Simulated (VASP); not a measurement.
# ZnS (Fm-3m) in VASP: settings compared, part 2 of 2

VASP 6.6.1.

## (6) Single point, r2SCAN

This run uses another cell than the first one, of 16.21 Å³/atom.

File POSCAR:

```
ZnS
1.0
    0.0000000000      2.5310224672      2.5310224672
    2.5310224672      0.0000000000      2.5310224672
    2.5310224672      2.5310224672      0.0000000000
Zn S
1 1
Direct
    0.0000000000      0.0000000000      0.0000000000
    0.5000000000      0.5000000000      0.5000000000
```

File INCAR.step1:

```
  PREC = Accurate
  ENCUT = 520
  ISMEAR = -1
  SIGMA = 0.02
  LREAL = F
  LASPH = T
  NELM = 80
  NBANDS = 16
  GGA = PE
  ALGO = Normal
  EDIFF = 1E-4
  LWAVE = T
  LCHARG = F
```

File INCAR.step2:

```
  PREC = Accurate
  ENCUT = 520
  EDIFF = 1E-6
  ISMEAR = -1
  SIGMA = 0.02
  LREAL = F
  LASPH = T
  NELM = 80
  ALGO = Normal
  ISIF = 2
  LWAVE = F
  LCHARG = F
  METAGGA = R2SCAN
  LMIXTAU = T
  NBANDS = 16
  ISTART = 1
```

File KPOINTS:

```
Automatic mesh
0
Gamma
  8 8 8
```

Potentials or basis: VASP PAW PBE potentials, release 64 (Zn, S).

The run is started by

```
cat potpaw_PBE.64/Zn/POTCAR potpaw_PBE.64/S/POTCAR > POTCAR
cp INCAR.step1 INCAR
mpirun -np 1 vasp_std > vasp.out
cp INCAR.step2 INCAR
mpirun -np 1 vasp_std > vasp.out
```

OUTCAR:

```text
PREC = Accurate
   ENCUT = 520
   EDIFF = 1E-6
   ISMEAR = -1
   LREAL = F
   LASPH = T
   NELM = 80
   ISIF = 2
   METAGGA = R2SCAN
   ISTART = 1

 ion  position               nearest neighbor table
   1  0.000  0.000  0.000-   2 2.53   2 2.53   2 2.53   2 2.53   2 2.53   2 2.53
   2  0.500  0.500  0.500-   1 2.53   1 2.53   1 2.53   1 2.53   1 2.53   1 2.53

  LATTYP: Found a face centered cubic cell.
 ALAT       =     5.0620449344

  Lattice vectors:

 A1 = (   0.0000000000,   2.5310224672,   2.5310224672)
 A2 = (   2.5310224672,   0.0000000000,   2.5310224672)
 A3 = (   2.5310224672,   2.5310224672,   0.0000000000)

Analysis of symmetry for initial positions (statically):
=====================================================================
 Subroutine PRICEL returns:
 Original cell was already a primitive cell.

 Routine SETGRP: Setting up the symmetry group for a
 face centered cubic supercell.

 Subroutine GETGRP returns: Found 48 space group operations
 (whereof 48 operations were pure point group operations)
 out of a pool of 48 trial point group operations.

The static configuration has the point symmetry O_h .

Analysis of symmetry for dynamics (positions and initial velocities):
[... 160 lines left out ...]
 val. band max:        3.8156422287   @ k =  -0.2500   0.1250   0.0000
 cond. band min:       3.9588771552   @ k =   0.5000   0.5000   0.0000
 fundamental gap:      0.1432349265
 Fermi energy:         3.9087766723

 k-point     1 :       0.0000    0.0000    0.0000
  band No.  band energies     occupation
      1     -10.6550      2.00000
      2      -2.6914      2.00000
      3      -2.6914      2.00000
      4      -2.6529      2.00000
      5      -2.6529      2.00000
      6      -2.6529      2.00000
[... 433 lines left out ...]
      3      -2.9448      2.00000
      4      -2.8810      2.00000
      5      -2.4805      2.00000
      6      -2.4574      2.00000
[... 8 lines left out ...]
     15      17.3729      0.00000
     16      20.5376      0.00000

 [... further k-points ...]

------------------------ aborting loop because EDIFF is reached ----------------------------------------

  FORCE on cell =-STRESS in cart. coord.  units (eV):
  Direction    XX          YY          ZZ          XY          YZ          ZX
  --------------------------------------------------------------------------------------
  -------------------------------------------------------------------------------------
  Total        0.0408786      0.0408786      0.0408786      0.0000000      0.0000000     -0.0000000
  in kB        2.0197068      2.0197068      2.0197068      0.0000000      0.0000000     -0.0000000
  external PRESSURE =       2.0197068 kB  Pullay stress =       0.0000000 kB

 VOLUME and BASIS-vectors are now :
 -----------------------------------------------------------------------------
  energy-cutoff  :      520.00
  volume of cell :       32.43
      direct lattice vectors                 reciprocal lattice vectors
     0.000000000  2.531022467  2.531022467    -0.197548622  0.197548622  0.197548622
     2.531022467  0.000000000  2.531022467     0.197548622 -0.197548622  0.197548622
     2.531022467  2.531022467  0.000000000     0.197548622  0.197548622 -0.197548622

 POSITION                                       TOTAL-FORCE (eV/Angst)
 -----------------------------------------------------------------------------------
      0.00000      0.00000      0.00000        -0.000000     -0.000000     -0.000000
      2.53102      2.53102      2.53102         0.000000      0.000000      0.000000
 -----------------------------------------------------------------------------------
    total drift:                               -0.000000      0.000000      0.000000

  FREE ENERGIE OF THE ION-ELECTRON SYSTEM (eV)
  ---------------------------------------------------
  free  energy   TOTEN  =       -18.2367613021 eV

  energy  without entropy=      -18.2365980912  energy(sigma->0) =      -18.23667970
```

OUTCAR.step1:

```text
PREC = Accurate
   ENCUT = 520
   ISMEAR = -1
   LREAL = F
   LASPH = T
   NELM = 80
[... 674 lines left out ...]
 -----------------------------------------------------------------------------------
      0.00000      0.00000      0.00000         0.000000      0.000000     -0.000000
      2.53102      2.53102      2.53102         0.000000      0.000000      0.000000
 -----------------------------------------------------------------------------------
    total drift:                               -0.000000      0.000000      0.000000

  FREE ENERGIE OF THE ION-ELECTRON SYSTEM (eV)
  ---------------------------------------------------
  free  energy   TOTEN  =        -6.2094816712 eV

  energy  without entropy=       -6.2087687124  energy(sigma->0) =       -6.20912519
```

It took 2 min on 1 thread of Intel Xeon 8259CL, shared host; peak memory 0.17 GiB.

Results:

```
Free energy            : -18.2368 eV
Pressure               : 0.2 GPa
Band gap on the k mesh : 0.14 eV (least direct gap 2.77 eV)
```

Caveat: the PAW data sets were made with another functional, which shifts forces and pressure a little. A k mesh can miss the band edges.

## (7) Overview

| level | potentials or basis | cell | gap on the mesh (eV) | pressure (GPa) |
| --- | --- | --- | --- | --- |
| LDA | VASP PAW LDA potentials, release 64 (Zn, S) | a = 3.512 Å, angles 60.0°, 2 atoms | none | 0.3 |
| PBE | VASP PAW PBE potentials, release 64 (Zn, S) | a = 3.579 Å, angles 60.0°, 2 atoms | none | 2.4 |
| LDA | VASP PAW LDA potentials, release 64 (Zn, S) | a = 3.579 Å, angles 60.0°, 2 atoms | none | -5.1 |
| PBEsol | VASP PAW PBE potentials, release 64 (Zn, S) | a = 3.549 Å, angles 60.0°, 2 atoms | none | 0.3 |
| r2SCAN | VASP PAW PBE potentials, release 64 (Zn, S) | a = 3.579 Å, angles 60.0°, 2 atoms | 0.14 | 0.2 |

Alike in all rows: task single point; no spin polarisation; k mesh 8 × 8 × 8; cutoff (eV) 520; smearing fermi-dirac 0.02 eV.

Caveats: semilocal functionals underestimate gaps, so a narrow gap can read as zero (at least some runs); the PAW data sets were made with another functional, which shifts forces and pressure a little (at least some runs); the cell stands under tension (at least some runs).

Absolute energies hang on the potentials; compare differences alone.
